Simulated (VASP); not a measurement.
# SnO (Pm) in VASP: further runs

Runs on SnO. Level: LDA. Tasks: single point.

Everything below comes from runs of VASP 6.6.1. Logs are shortened: lines on timing, memory, paths and dates and some standing lists are left out, and cuts for length are marked.

### Step 1. The cell of the first run

The structure is monoclinic, space group Pm (No. 6). The conventional cell has a = 4.222 Å, b = 3.355 Å, c = 5.674 Å, α = 90.00°, β = 90.00°, γ = 90.00°. Within 2.6 Å of Sn (site symmetry m) lie 3 O at 1.95 to 2.38 Å. Sn (site symmetry m) has 3 O at 2.15 to 2.16 Å within 2.8 Å. O (site symmetry m) has 3 Sn at 2.16 to 2.38 Å and 4 O at 2.97 Å within 3.0 Å. Within 2.6 Å of O (site symmetry m) lie 3 Sn at 1.95 to 2.15 Å.

### Step 2. Single point, LDA (atom 1 (Sn) moved by (+0.000, -0.450) A along [1 1 0] and z)

Input file INCAR:

```
PREC = Accurate ; ENCUT = 520
EDIFF = 1E-7 ; ISMEAR = 0
SIGMA = 0.05 ; LREAL = False
LASPH = True ; NELM = 80
ALGO = Normal ; ISIF = 2
LWAVE = False ; LCHARG = False
NBANDS = 28
```

Input file KPOINTS:

```
regular mesh
0
Gamma
  8 6 6
```

Input file POSCAR:

```
SnO
1.0
    3.3550050000      0.0000000000      0.0000000000
    0.0000000000      5.6741040000      0.0000000000
    0.0000000000      0.0000000000      4.2219700000
Sn O
2 2
Direct
    0.0000000000      0.2319090000      0.4065586856
    0.5000000000      0.7680910000      0.0131440000
    0.0000000000      0.8912500000      0.7368570000
    0.5000000000      0.1087500000      0.2368570000
```

Potentials or basis: VASP PAW LDA potentials, release 64 (Sn_d, O).

On the command line:

```
cat potpaw_LDA.64/Sn_d/POTCAR potpaw_LDA.64/O/POTCAR > POTCAR
mpirun -np 1 vasp_std > vasp.out
```

OUTCAR:

```text
PREC = Accurate
   ENCUT = 520
   EDIFF = 1E-7
   ISMEAR = 0
   LREAL = False
   LASPH = True
   NELM = 80
   ISIF = 2

 ion  position               nearest neighbor table
   1  0.000  0.232  0.407-   4 1.95   4 1.95   3 2.38   2 3.54   2 3.54
   2  0.500  0.768  0.013-   4 2.15   3 2.16   3 2.16   1 3.54   1 3.54
   3  0.000  0.891  0.737-   2 2.16   2 2.16   1 2.38
   4  0.500  0.109  0.237-   1 1.95   1 1.95   2 2.15

  LATTYP: Found a simple orthorhombic cell.
 ALAT       =     3.3550050000
 B/A-ratio  =     1.2584094510
 C/A-ratio  =     1.6912356315

  Lattice vectors:

 A1 = (  -3.3550050000,   0.0000000000,   0.0000000000)
 A2 = (   0.0000000000,   0.0000000000,   4.2219700000)
 A3 = (   0.0000000000,   5.6741040000,   0.0000000000)

Analysis of symmetry for initial positions (statically):
=====================================================================
 Subroutine PRICEL returns:
 Original cell was already a primitive cell.

 Routine SETGRP: Setting up the symmetry group for a
 simple orthorhombic supercell.

 Subroutine GETGRP returns: Found  2 space group operations
 (whereof  2 operations were pure point group operations)
 out of a pool of  8 trial point group operations.

The static configuration has the point symmetry C_1h.

Analysis of symmetry for dynamics (positions and initial velocities):
=====================================================================
 Subroutine PRICEL returns:
 Original cell was already a primitive cell.

 Routine SETGRP: Setting up the symmetry group for a
 simple orthorhombic supercell.

 Subroutine GETGRP returns: Found  2 space group operations
 (whereof  2 operations were pure point group operations)
 out of a pool of  8 trial point group operations.

The dynamic configuration has the point symmetry C_1h.

 Subroutine INISYM returns: Found  2 space group operations
 (whereof  2 operations are pure point group operations),
 and found     1 'primitive' translations

----------------------------------------------------------------------------------------

                                     Primitive cell

  volume of cell :      80.3722

  direct lattice vectors                    reciprocal lattice vectors
     3.355005000  0.000000000  0.000000000     0.298062149  0.000000000  0.000000000
     0.000000000  5.674104000  0.000000000     0.000000000  0.176239279  0.000000000
     0.000000000  0.000000000  4.221970000     0.000000000  0.000000000  0.236856254

  length of vectors
     3.355005000  5.674104000  4.221970000     0.298062149  0.176239279  0.236856254

  position of ions in fractional coordinates (direct lattice)
     0.000000000  0.231909000  0.406558686
     0.500000000  0.768091000  0.013144000
     0.000000000  0.891250000  0.736857000
     0.500000000  0.108750000  0.236857000

  ion indices of the primitive-cell ions
   primitive index   ion index
                 1           1
                 2           2
                 3           3
                 4           4

----------------------------------------------------------------------------------------

 KPOINTS: regular mesh

Automatic generation of k-mesh.
 Grid dimensions read from file:
 generate k-points for:    8    6    6

 Generating k-lattice:

  Cartesian coordinates                     Fractional coordinates (reciprocal lattice)
     0.037257769  0.000000000  0.000000000     0.125000000  0.000000000  0.000000000
     0.000000000  0.029373213  0.000000000     0.000000000  0.166666667  0.000000000
     0.000000000  0.000000000  0.039476042     0.000000000  0.000000000  0.166666667

  Length of vectors
     0.037257769  0.029373213  0.039476042

  Shift w.r.t. Gamma in fractional coordinates (k-lattice)
     0.000000000  0.000000000  0.000000000

 Subroutine IBZKPT returns following result:
 ===========================================

 Found    100 irreducible k-points:

 Following reciprocal coordinates:
            Coordinates               Weight
  0.000000  0.000000  0.000000      1.000000
  0.125000  0.000000  0.000000      2.000000
  0.250000  0.000000  0.000000      2.000000
  0.375000  0.000000  0.000000      2.000000
  0.500000  0.000000  0.000000      1.000000
  0.000000  0.166667  0.000000      2.000000
[... 16 lines left out ...]
  0.250000  0.000000  0.166667      4.000000
  0.375000  0.000000  0.166667      4.000000
 [... further k-points ...]
   k-points           NKPTS =    100   k-points in BZ     NKDIM =    100   number of bands    NBANDS=     28
   number of dos      NEDOS =    301   number of ions     NIONS =      4
   total plane-waves  NPLWV =  37632
   dimension x,y,z NGX =    28 NGY =   42 NGZ =   32
   dimension x,y,z NGXF=    56 NGYF=   84 NGZF=   64
   ions per type =               2   2
   NGX,Y,Z   is equivalent  to a cutoff of  13.87, 12.31, 12.60 a.u.
   NGXF,Y,Z  is equivalent  to a cutoff of  27.75, 24.61, 25.20 a.u.
 SYSTEM =  unknown system
   PREC   = accura    normal or accurate (medium, high low for compatibility)
   ISTART =      0    job   : 0-new  1-cont  2-samecut
   ICHARG =      2    charge: 1-file 2-atom 10-const
   ISPIN  =      1    spin polarized calculation?
   LNONCOLLINEAR =      F non collinear calculations
   LSORBIT =      F    spin-orbit coupling
   LASPH  =      T    aspherical Exc in radial PAW
   ENCUT  =  520.0 eV  38.22 Ry    6.18 a.u.   6.24 10.55  7.85*2*pi/ulx,y,z
   NELM   =     80;   NELMIN=  2; NELMDL= -5     # of ELM steps
   EDIFF  = 0.1E-06   stopping-criterion for ELM
   LREAL  =      F    real-space projection
   EDIFFG = 0.1E-05   stopping-criterion for IOM
   NSW    =      0    number of steps for IOM
   IBRION =     -1    ionic relax: 0-MD 1-quasi-New 2-CG
   NFREE  =      0    steps in history (QN), initial steepest desc. (CG)
   ISIF   =      2    stress and relaxation
   ISYM   =      2    0-nonsym 1-usesym 2-fastsym
   POTIM  = 0.5000    time-step for ionic-motion
   TEBEG  =    0.0;   TEEND  =   0.0 temperature during run
   PSTRESS=    0.0 pullay stress
   NELECT =      40.0000    total number of electrons
   NUPDOWN=      -1.0000    fix difference up-down
   EMIN   =  10.00;   EMAX   =-10.00  energy-range for DOS
   EFERMI =   0.00;   METHOD = LEGACY
   ISMEAR =     0;   SIGMA  =   0.05  broadening in eV -4-tet -1-fermi 0-gaus
   EFERMI_NEDOS =   21; number of points for ismear=-14 and -15
   IALGO  =     38    algorithm
   IMIX   =      4    mixing-type and parameters
     AMIX     =   0.40;   BMIX     =  1.00
     AMIX_MAG =   1.60;   BMIX_MAG =  1.00
  volume/ion in A,a.u.               =      20.09       135.59
  Fermi-wavevector in a.u.,A,eV,Ry     =   1.297357  2.451650 22.900458  1.683136
  Thomas-Fermi vector in A             =   2.428755
   LORBIT       =      0    0 simple, 1 ext, 2 COOP (PROOUT), +10 PAW based schemes
   GGA     = CA    functional components
   LHFCALC =     F    Hartree Fock is set to
   AEXX    =    0.0000 exact exchange contribution
   IVDW    =     0    specifies the selected vdW correction
   LEPSILON=     F    determine dielectric tensor
   LRPA    =     F    only Hartree local field effects (RPA)
 non-spin polarized calculation
 Gauss-broadening in eV      SIGMA  =   0.05
  energy-cutoff  :      520.00
  volume of cell :       80.37
 maximum number of plane-waves:      2178
 NGX is ok and might be reduce to    28
   NGX = 13   NGY = 21   NGZ = 15

 number of electron      39.9999991 magnetization

 Free energy of the ion-electron system (eV)
  ---------------------------------------------------
  ext. energy  EPLUGINS =         0.00000000
  ---------------------------------------------------
  free energy    TOTEN  =       -24.50618865 eV

  energy without entropy =      -24.50618865  energy(sigma->0) =      -24.50618865

 E-fermi :   5.2238     XC(G=0):  -9.9175

 val. band max:        4.9536669979   @ k =   0.0000   0.0000   0.0000
 cond. band min:       5.9872257625   @ k =   0.5000  -0.1667   0.3333
 fundamental gap:      1.0335587646
 Fermi energy:         5.2238053699

 k-point     1 :       0.0000    0.0000    0.0000
  band No.  band energies     occupation
      1     -17.1382      2.00000
      2     -16.2749      2.00000
      3     -16.2656      2.00000
      4     -16.1393      2.00000
      5     -16.1127      2.00000
      6     -16.0527      2.00000
[... 20 lines left out ...]
     27      13.4049      0.00000
     28      13.5357      0.00000

 k-point     2 :       0.1250    0.0000    0.0000
  band No.  band energies     occupation
      1     -17.1264      2.00000
      2     -16.2749      2.00000
      3     -16.2563      2.00000
      4     -16.1343      2.00000
      5     -16.1062      2.00000
      6     -16.0640      2.00000
[... 20 lines left out ...]
     27      12.7899      0.00000
     28      13.7951      0.00000

 k-point     3 :       0.2500    0.0000    0.0000
  band No.  band energies     occupation
      1     -17.1207      2.00000
      2     -16.2833      2.00000
      3     -16.2195      2.00000
      4     -16.1284      2.00000
      5     -16.0988      2.00000
      6     -16.0904      2.00000
[... 20 lines left out ...]
     27      12.7050      0.00000
     28      13.8421      0.00000

 k-point     4 :       0.3750    0.0000    0.0000
  band No.  band energies     occupation
      1     -17.1423      2.00000
      2     -16.3081      2.00000
      3     -16.1889      2.00000
      4     -16.1284      2.00000
      5     -16.1213      2.00000
      6     -16.0665      2.00000
[... 578 lines left out ...]
     27      13.3715      0.00000
     28      14.7475      0.00000

 k-point    23 :       0.2500    0.0000    0.1667
  band No.  band energies     occupation
      1     -17.1214      2.00000
      2     -16.2918      2.00000
      3     -16.2213      2.00000
      4     -16.1285      2.00000
      5     -16.1020      2.00000
      6     -16.0905      2.00000
[... 20 lines left out ...]
     27      13.2062      0.00000
     28      14.7917      0.00000

 k-point    24 :       0.3750    0.0000    0.1667
  band No.  band energies     occupation
      1     -17.1440      2.00000
      2     -16.3173      2.00000
      3     -16.1917      2.00000
      4     -16.1297      2.00000
      5     -16.1188      2.00000
      6     -16.0641      2.00000
[... 20 lines left out ...]
     27      13.3473      0.00000
     28      14.3859      0.00000

 [... further k-points ...]

------------------------ aborting loop because EDIFF is reached ----------------------------------------

  FORCE on cell =-STRESS in cart. coord.  units (eV):
  Direction    XX          YY          ZZ          XY          YZ          ZX
  --------------------------------------------------------------------------------------
  -------------------------------------------------------------------------------------
  Total        3.4177769     -0.1919041     -1.1460151      0.0000000      3.5221687      0.0000000
  in kB       68.1316152     -3.8255086    -22.8452183      0.0000000     70.2126117      0.0000000
  external PRESSURE =      13.8202961 kB  Pullay stress =       0.0000000 kB

 VOLUME and BASIS-vectors are now :
 -----------------------------------------------------------------------------
  energy-cutoff  :      520.00
  volume of cell :       80.37
      direct lattice vectors                 reciprocal lattice vectors
     3.355005000  0.000000000  0.000000000     0.298062149  0.000000000  0.000000000
     0.000000000  5.674104000  0.000000000     0.000000000  0.176239279  0.000000000
     0.000000000  0.000000000  4.221970000     0.000000000  0.000000000  0.236856254

 POSITION                                       TOTAL-FORCE (eV/Angst)
 -----------------------------------------------------------------------------------
      0.00000      1.31588      1.71648         0.000000      1.661673      3.076983
      1.67750      4.35823      0.05549         0.000000      0.137695     -0.976997
      0.00000      5.05705      3.11099         0.000000      0.505491      0.034546
      1.67750      0.61706      1.00000         0.000000     -2.304858     -2.134532
 -----------------------------------------------------------------------------------
    total drift:                                0.000000      0.000081      0.000132

  FREE ENERGIE OF THE ION-ELECTRON SYSTEM (eV)
  ---------------------------------------------------
  free  energy   TOTEN  =       -24.5061886492 eV

  energy  without entropy=      -24.5061886492  energy(sigma->0) =      -24.50618865
```

Run time: 5 min. Hardware: 1 thread of Intel Xeon 8259CL, shared host; peak memory 0.29 GiB.

What came out:

```yaml
Free_energy: -24.5062 eV
Pressure: 1.4 GPa
Largest_force: 3.497 eV/Å
Band_gap_on_the_k_mesh: 1.03 eV (least direct gap 1.86 eV)
```

Forces in eV/Å, atoms in the order of the input:
```
Sn   0.000  1.662  3.077
Sn   0.000  0.138 -0.977
O    0.000  0.505  0.035
O    0.000 -2.305 -2.135
```

Caveat: the cell differs from its parent crystal (atom 1 (Sn) moved by (+0.000, -0.450) A along [1 1 0] and z); spin-orbit coupling is left out, which moves the levels of the heavy elements; forces of over 1 eV/Å act on the atoms, so gaps and moduli don't describe the material at rest.

### Step 3. Single point, LDA (atom 1 (Sn) moved by (+0.000, +0.450) A along [1 1 0] and z)

Input file INCAR:

```
PREC = Accurate
ENCUT = 520
EDIFF = 1E-6
ISMEAR = 0
SIGMA = 0.05
LREAL = F
LASPH = T
NELM = 60
ALGO = Normal
ISIF = 2
LWAVE = F
LCHARG = F
NBANDS = 28
```

KPOINTS is that of step 2.

POSCAR, as its differences from that of step 2:

```diff
@@ -8,3 +8,3 @@
 Direct
-    0.0000000000      0.2319090000      0.4065586856
+    0.0000000000      0.2319090000      0.6197293144
     0.5000000000      0.7680910000      0.0131440000
```

Potentials or basis: VASP PAW LDA potentials, release 64 (Sn_d, O).

On the command line:

```
cat potpaw_LDA.64/Sn_d/POTCAR potpaw_LDA.64/O/POTCAR > POTCAR
mpirun -np 1 vasp_std > vasp.out
```

OUTCAR:

```text
PREC = Accurate
   ENCUT = 520
   EDIFF = 1E-6
   ISMEAR = 0
   LREAL = F
   LASPH = T
   NELM = 60
   ISIF = 2

 ion  position               nearest neighbor table
   1  0.000  0.232  0.620-   3 2.00   4 2.43   4 2.43   2 3.54   2 3.54
   2  0.500  0.768  0.013-   4 2.15   3 2.16   3 2.16   1 3.54   1 3.54
   3  0.000  0.891  0.737-   1 2.00   2 2.16   2 2.16
   4  0.500  0.109  0.237-   2 2.15   1 2.43   1 2.43

  LATTYP: Found a simple orthorhombic cell.
 ALAT       =     3.3550050000
 B/A-ratio  =     1.2584094510
 C/A-ratio  =     1.6912356315

  Lattice vectors:

 A1 = (  -3.3550050000,   0.0000000000,   0.0000000000)
 A2 = (   0.0000000000,   0.0000000000,   4.2219700000)
 A3 = (   0.0000000000,   5.6741040000,   0.0000000000)

Analysis of symmetry for initial positions (statically):
=====================================================================
 Subroutine PRICEL returns:
 Original cell was already a primitive cell.

 Routine SETGRP: Setting up the symmetry group for a
 simple orthorhombic supercell.

[... 169 lines left out ...]
  energy without entropy =      -24.55432732  energy(sigma->0) =      -24.55432732

 E-fermi :   4.5277     XC(G=0):  -9.9946

 val. band max:        4.3070633261   @ k =   0.0000   0.0000   0.0000
 cond. band min:       5.2690302764   @ k =   0.5000   0.3333   0.1667
 fundamental gap:      0.9619669503
 Fermi energy:         4.5277408552

 k-point     1 :       0.0000    0.0000    0.0000
  band No.  band energies     occupation
      1     -16.7676      2.00000
      2     -16.4017      2.00000
      3     -16.3055      2.00000
      4     -16.3045      2.00000
      5     -16.2337      2.00000
      6     -16.2042      2.00000
[... 733 lines left out ...]
     27      13.5914      0.00000
     28      14.5316      0.00000

 [... further k-points ...]

------------------------ aborting loop because EDIFF is reached ----------------------------------------

  FORCE on cell =-STRESS in cart. coord.  units (eV):
  Direction    XX          YY          ZZ          XY          YZ          ZX
  --------------------------------------------------------------------------------------
  -------------------------------------------------------------------------------------
  Total       -3.2582591     -0.8627849     -5.2088148      0.0000000     -3.1614991      0.0000000
  in kB      -64.9517109    -17.1991702   -103.8350301      0.0000000    -63.0228495      0.0000000
  external PRESSURE =     -61.9953037 kB  Pullay stress =       0.0000000 kB

 VOLUME and BASIS-vectors are now :
 -----------------------------------------------------------------------------
  energy-cutoff  :      520.00
  volume of cell :       80.37
      direct lattice vectors                 reciprocal lattice vectors
     3.355005000  0.000000000  0.000000000     0.298062149  0.000000000  0.000000000
     0.000000000  5.674104000  0.000000000     0.000000000  0.176239279  0.000000000
     0.000000000  0.000000000  4.221970000     0.000000000  0.000000000  0.236856254

 POSITION                                       TOTAL-FORCE (eV/Angst)
 -----------------------------------------------------------------------------------
      0.00000      1.31588      2.61648         0.000000     -0.038862     -2.092496
      1.67750      4.35823      0.05549         0.000000      0.796402      0.622363
      0.00000      5.05705      3.11099         0.000000     -0.963081      0.594413
      1.67750      0.61706      1.00000         0.000000      0.205542      0.875720
 -----------------------------------------------------------------------------------
    total drift:                                0.000000     -0.000319      0.000379

  FREE ENERGIE OF THE ION-ELECTRON SYSTEM (eV)
  ---------------------------------------------------
  free  energy   TOTEN  =       -24.5543273204 eV

  energy  without entropy=      -24.5543273204  energy(sigma->0) =      -24.55432732
```

OSZICAR:

```text
N       E                     dE             d eps       ncg     rms          rms(c)
DAV:   1     0.431026700739E+03    0.43103E+03   -0.20279E+04  5828   0.210E+03
DAV:   2     0.404610304225E+02   -0.39057E+03   -0.37502E+03  5876   0.543E+02
DAV:   3    -0.252483659271E+02   -0.65709E+02   -0.64568E+02  6328   0.187E+02
DAV:   4    -0.285616159779E+02   -0.33133E+01   -0.32961E+01  6480   0.458E+01
DAV:   5    -0.286470102282E+02   -0.85394E-01   -0.85381E-01  6176   0.793E+00    0.118E+01
DAV:   6    -0.248577338269E+02    0.37893E+01   -0.21142E+01  8612   0.523E+01    0.609E+00
DAV:   7    -0.246398992660E+02    0.21783E+00   -0.32372E+00  6556   0.104E+01    0.258E+00
DAV:   8    -0.245818271368E+02    0.58072E-01   -0.33486E-01  7316   0.414E+00    0.125E+00
DAV:   9    -0.245542025941E+02    0.27625E-01   -0.66098E-02  7724   0.232E+00    0.275E-01
DAV:  10    -0.245543091604E+02   -0.10657E-03   -0.64362E-03  7012   0.611E-01    0.147E-01
DAV:  11    -0.245543797611E+02   -0.70601E-04   -0.11102E-03  7284   0.306E-01    0.606E-02
DAV:  12    -0.245543266587E+02    0.53102E-04   -0.30636E-04  6984   0.141E-01    0.108E-02
DAV:  13    -0.245543273880E+02   -0.72936E-06   -0.33355E-05  7360   0.488E-02    0.798E-03
DAV:  14    -0.245543273204E+02    0.67627E-07   -0.47935E-06  5352   0.190E-02
   1 F= -.24554327E+02 E0= -.24554327E+02  d E =-.472510E-12
```

Wall time 4.5 min (1 thread of Intel Xeon 8259CL, shared host); peak memory 0.29 GiB.

Results:

```
Free energy            : -24.5543 eV
Pressure               : -6.2 GPa
Largest force          : 2.093 eV/Å
Band gap on the k mesh : 0.96 eV (least direct gap 1.43 eV)
```

Forces on the atoms (eV/Å):
```
Sn   0.000 -0.039 -2.092
Sn   0.000  0.796  0.622
O    0.000 -0.963  0.594
O    0.000  0.206  0.876
```

Caveat: the cell differs from its parent crystal (atom 1 (Sn) moved by (+0.000, +0.450) A along [1 1 0] and z); the cell stands under tension; spin-orbit coupling is left out, which moves the levels of the heavy elements; forces of over 1 eV/Å act on the atoms, so gaps and moduli don't describe the material at rest.
